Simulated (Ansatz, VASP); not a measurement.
**One calculation of C, two programs**

File POSCAR:

```
C
1.0
    2.4844893310      0.0000000000      0.0000000000
   -1.2422446655      2.1516308761      0.0000000000
    0.0000000000      0.0000000000      8.1966042816
C
8
Direct
    0.0000000000      0.0000000000      0.0008143040
    0.3333333333      0.6666666667      0.2492477410
    0.0000000000      0.0000000000      0.5008143040
    0.6666666667      0.3333333333      0.7492477410
    0.0000000000      0.0000000000      0.1866856960
    0.3333333333      0.6666666667      0.4382522590
    0.0000000000      0.0000000000      0.6866856960
    0.6666666667      0.3333333333      0.9382522590
```

The input INCAR.step1:

```
SYSTEM = C
PREC = Accurate
ENCUT = 520
ISMEAR = 0
SIGMA = 0.01
LREAL = .False.
LASPH = .True.
NELM = 60
NBANDS = 26
GGA = PE
ALGO = Normal
EDIFF = 1E-4
LWAVE = .True.
LCHARG = .False.
```

File INCAR.step2:

```
SYSTEM = C
PREC = Accurate
ENCUT = 520
EDIFF = 1E-6
ISMEAR = 0
SIGMA = 0.01
LREAL = .False.
LASPH = .True.
NELM = 60
ALGO = Normal
ISIF = 2
LWAVE = .False.
LCHARG = .False.
METAGGA = R2SCAN
LMIXTAU = .True.
NBANDS = 26
ISTART = 1
```

Contents of KPOINTS:

```
regular mesh
0
Gamma
  9 9 4
  0 0 0
```

Input for Ansatz:

```yaml
crystal:
  lattice:
    - [2.484489331, 0.0, 0.0]
    - [-1.2422446655, 2.1516308761, 0.0]
    - [0.0, 0.0, 8.1966042816]
  atoms:
    - { symbol: C, position: [0.0, 0.0, 0.000814304] }
    - { symbol: C, position: [0.3333333333, 0.6666666667, 0.249247741] }
    - { symbol: C, position: [0.0, 0.0, 0.500814304] }
    - { symbol: C, position: [0.6666666667, 0.3333333333, 0.749247741] }
    - { symbol: C, position: [0.0, 0.0, 0.186685696] }
    - { symbol: C, position: [0.3333333333, 0.6666666667, 0.438252259] }
    - { symbol: C, position: [0.0, 0.0, 0.686685696] }
    - { symbol: C, position: [0.6666666667, 0.3333333333, 0.938252259] }
kpoints:
  mp_grid: { grid: [9, 9, 4] }
hamiltonian:
  xc: r2scan
scf:
  occupations: { method: fixed }
  n_extra_bands: 6
output:
  forces: true
  stress: true
  eigenvalues: true
```

Alike in both runs: task single point; functional r2SCAN; k mesh 9 × 9 × 4; no spin polarisation.

|  | VASP | Ansatz |
| --- | --- | --- |
| version | VASP 6.6.1 | Ansatz 0.2.0 |
| potentials or method | VASP PAW PBE potentials, release 64 (C) | plane waves, PAW |
| plane-wave cutoff (eV) | 520 | 500 |
| occupations | gaussian, width 0.01 eV | fixed |
| valence electrons in the cell | 32 | 32 |

Ansatz gave:

- gap on the k mesh at the Fermi level (eV): 4.90
- pressure (GPa): 14.5
- traceless stress, the component that is largest in VASP (GPa): 0.05
- rms of the force components (eV/Å): 0.012

Task: What did VASP give for the same quantities?

Result: gap on the k mesh at the Fermi level (eV): 4.88; pressure (GPa): 15.8; traceless stress, the component that is largest in VASP (GPa): 0.03; rms of the force components (eV/Å): 0.015.

VASP's potentials were made for PBE, not for r2SCAN. Atom by atom the forces differ by 0.003 eV/Å (rms over components).
